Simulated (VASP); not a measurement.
# MgO (w.b) (Fm-3m) in VASP: single point with PBE

Aim: the single point of MgO (w.b) with PBE.

All numbers are computed with VASP 6.6.1; they aren't measurements. Logs are shortened: lines on timing, memory, paths and dates and some standing lists are left out, and cuts for length are marked.

### Step 1. The cell of the first run

It takes space group Fm-3m (No. 225, cubic). Conventional cell: a = 4.254 Å, b = 4.254 Å, c = 4.254 Å, α = 90.00°, β = 90.00°, γ = 90.00°. Within 2.8 Å of Mg (site symmetry m-3m) lie 6 O at 2.13 Å. Within 2.8 Å of O (site symmetry m-3m) lie 6 Mg at 2.13 Å.

### Step 2. Single point, PBE

The input, INCAR:

```
SYSTEM = MgO
  PREC = Accurate
  ENCUT = 600
  EDIFF = 1E-6
  ISMEAR = 0
  SIGMA = 0.02
  LREAL = .False.
  LASPH = .True.
  NELM = 120
  ALGO = Normal
  ISIF = 2
  LWAVE = .False.
  LCHARG = .True.
  GGA = PE
  LELF = .True.
  LVHAR = .True.
  NBANDS = 11
  GGA_COMPAT = .False.
```

The input, KPOINTS:

```
Automatic mesh
0
Gamma
  10 10 10
  0 0 0
```

The input, POSCAR:

```
MgO
1.0
    0.0000000000      2.1272184857      2.1272184857
    2.1272184857      0.0000000000      2.1272184857
    2.1272184857      2.1272184857      0.0000000000
Mg O
1 1
Direct
    0.0000000000      0.0000000000      0.0000000000
    0.5000000000      0.5000000000      0.5000000000
```

Potentials or basis: VASP PAW PBE potentials, release 64 (Mg, O).

On the command line:

```bash
$ cat potpaw_PBE.64/Mg/POTCAR potpaw_PBE.64/O/POTCAR > POTCAR
$ mpirun -np 1 vasp_std > vasp.out
```

OUTCAR:

```text
SYSTEM = MgO
   PREC = Accurate
   ENCUT = 600
   EDIFF = 1E-6
   ISMEAR = 0
   LREAL = .False.
   LASPH = .True.
   NELM = 120
   ISIF = 2
   GGA = PE

 ion  position               nearest neighbor table
   1  0.000  0.000  0.000-   2 2.13   2 2.13   2 2.13   2 2.13   2 2.13   2 2.13
   2  0.500  0.500  0.500-   1 2.13   1 2.13   1 2.13   1 2.13   1 2.13   1 2.13

  LATTYP: Found a face centered cubic cell.
 ALAT       =     4.2544369714

  Lattice vectors:

 A1 = (   0.0000000000,   2.1272184857,   2.1272184857)
 A2 = (   2.1272184857,   0.0000000000,   2.1272184857)
 A3 = (   2.1272184857,   2.1272184857,   0.0000000000)

Analysis of symmetry for initial positions (statically):
=====================================================================
 Subroutine PRICEL returns:
 Original cell was already a primitive cell.

 Routine SETGRP: Setting up the symmetry group for a
 face centered cubic supercell.

 Subroutine GETGRP returns: Found 48 space group operations
 (whereof 48 operations were pure point group operations)
 out of a pool of 48 trial point group operations.

The static configuration has the point symmetry O_h .

Analysis of symmetry for dynamics (positions and initial velocities):
=====================================================================
 Subroutine PRICEL returns:
 Original cell was already a primitive cell.

 Routine SETGRP: Setting up the symmetry group for a
 face centered cubic supercell.

 Subroutine GETGRP returns: Found 48 space group operations
 (whereof 48 operations were pure point group operations)
 out of a pool of 48 trial point group operations.

The dynamic configuration has the point symmetry O_h .

 Subroutine INISYM returns: Found 48 space group operations
 (whereof 48 operations are pure point group operations),
 and found     1 'primitive' translations

----------------------------------------------------------------------------------------

                                     Primitive cell

  volume of cell :      19.2516

  direct lattice vectors                    reciprocal lattice vectors
     0.000000000  2.127218486  2.127218486    -0.235048728  0.235048728  0.235048728
     2.127218486  0.000000000  2.127218486     0.235048728 -0.235048728  0.235048728
     2.127218486  2.127218486  0.000000000     0.235048728  0.235048728 -0.235048728

  length of vectors
     3.008341233  3.008341233  3.008341233     0.407116340  0.407116340  0.407116340

  position of ions in fractional coordinates (direct lattice)
     0.000000000  0.000000000  0.000000000
[... 81 lines left out ...]
   NSW    =      0    number of steps for IOM
   IBRION =     -1    ionic relax: 0-MD 1-quasi-New 2-CG
   NFREE  =      0    steps in history (QN), initial steepest desc. (CG)
   ISIF   =      2    stress and relaxation
   ISYM   =      2    0-nonsym 1-usesym 2-fastsym
   POTIM  = 0.5000    time-step for ionic-motion
   TEBEG  =    0.0;   TEEND  =   0.0 temperature during run
   PSTRESS=    0.0 pullay stress
   NELECT =       8.0000    total number of electrons
   NUPDOWN=      -1.0000    fix difference up-down
   EMIN   =  10.00;   EMAX   =-10.00  energy-range for DOS
   EFERMI =   0.00;   METHOD = LEGACY
   ISMEAR =     0;   SIGMA  =   0.02  broadening in eV -4-tet -1-fermi 0-gaus
   EFERMI_NEDOS =   21; number of points for ismear=-14 and -15
   IALGO  =     38    algorithm
   IMIX   =      4    mixing-type and parameters
     AMIX     =   0.40;   BMIX     =  1.00
     AMIX_MAG =   1.60;   BMIX_MAG =  1.00
  volume/ion in A,a.u.               =       9.63        64.96
  Fermi-wavevector in a.u.,A,eV,Ry     =   1.221657  2.308598 20.305968  1.492447
  Thomas-Fermi vector in A             =   2.356832
   LORBIT       =      0    0 simple, 1 ext, 2 COOP (PROOUT), +10 PAW based schemes
   GGA     = PE    functional components
   LHFCALC =     F    Hartree Fock is set to
   AEXX    =    0.0000 exact exchange contribution
   IVDW    =     0    specifies the selected vdW correction
   LEPSILON=     F    determine dielectric tensor
   LRPA    =     F    only Hartree local field effects (RPA)
 non-spin polarized calculation
 Gauss-broadening in eV      SIGMA  =   0.02
  energy-cutoff  :      600.00
  volume of cell :       19.25
 maximum number of plane-waves:       656
   NGX = 13   NGY = 13   NGZ = 13

 number of electron       8.0000004 magnetization

 Free energy of the ion-electron system (eV)
  ---------------------------------------------------
  ext. energy  EPLUGINS =         0.00000000
  ---------------------------------------------------
  free energy    TOTEN  =       -11.91483260 eV

  energy without entropy =      -11.91483260  energy(sigma->0) =      -11.91483260

 E-fermi :   3.1583     XC(G=0): -10.9372

 val. band max:        2.9633880398   @ k =   0.0000   0.0000   0.0000
 cond. band min:       7.4038787115   @ k =   0.0000   0.0000   0.0000
 fundamental gap:      4.4404906717
 Fermi energy:         3.1582664938

 k-point     1 :       0.0000    0.0000    0.0000
  band No.  band energies     occupation
      1     -14.1482      2.00000
      2       2.9634      2.00000
      3       2.9634      2.00000
      4       2.9634      2.00000
      5       7.4039      0.00000
      6      18.5945      0.00000
      7      18.5945      0.00000
      8      18.5945      0.00000
      9      22.4309      0.00000
     10      24.1728      0.00000
     11      24.1728      0.00000
[... 309 lines left out ...]
 k-point    24 :       0.4000    0.3000    0.0000
  band No.  band energies     occupation
      1     -12.9782      2.00000
      2      -0.5145      2.00000
      3       1.7036      2.00000
      4       1.9150      2.00000
      5      12.2429      0.00000
      6      13.0467      0.00000
      7      16.2485      0.00000
      8      20.7494      0.00000
      9      20.9507      0.00000
     10      27.4833      0.00000
     11      29.3429      0.00000

 [... further k-points ...]
[... 5 lines left out ...]
  --------------------------------------------------------------------------------------
  -------------------------------------------------------------------------------------
  Total       -0.1320654     -0.1320654     -0.1320654     -0.0000000     -0.0000000      0.0000000
  in kB      -10.9909037    -10.9909037    -10.9909037     -0.0000000     -0.0000000      0.0000000
  external PRESSURE =     -10.9909037 kB  Pullay stress =       0.0000000 kB

 VOLUME and BASIS-vectors are now :
 -----------------------------------------------------------------------------
  energy-cutoff  :      600.00
  volume of cell :       19.25
      direct lattice vectors                 reciprocal lattice vectors
     0.000000000  2.127218486  2.127218486    -0.235048728  0.235048728  0.235048728
     2.127218486  0.000000000  2.127218486     0.235048728 -0.235048728  0.235048728
     2.127218486  2.127218486  0.000000000     0.235048728  0.235048728 -0.235048728

 POSITION                                       TOTAL-FORCE (eV/Angst)
 -----------------------------------------------------------------------------------
      0.00000      0.00000      0.00000        -0.000000     -0.000000     -0.000000
      2.12722      2.12722      2.12722         0.000000      0.000000      0.000000
 -----------------------------------------------------------------------------------
    total drift:                               -0.000000     -0.000000      0.000000

  FREE ENERGIE OF THE ION-ELECTRON SYSTEM (eV)
  ---------------------------------------------------
  free  energy   TOTEN  =       -11.9148326026 eV

  energy  without entropy=      -11.9148326026  energy(sigma->0) =      -11.91483260
```

stdout:

```text
POSCAR found type information on POSCAR MgO
 POSCAR found :  2 types and       2 ions
 scaLAPACK will be used
 LDA part: xc-table for (Slater+PW92), standard interpolation
 POSCAR, INCAR and KPOINTS ok, starting setup
 FFT: planning ... GRIDC
 FFT: planning ... GRID_SOFT
 FFT: planning ... GRID
 WAVECAR not read
 entering main loop
```

It took 16 s on 1 thread of AMD EPYC 7R43 (Zen 3), shared host; peak memory 0.11 GiB.

Results:

* Free energy: -11.9148 eV
* Pressure: -1.1 GPa
* Band gap on the k mesh: 4.44 eV, direct
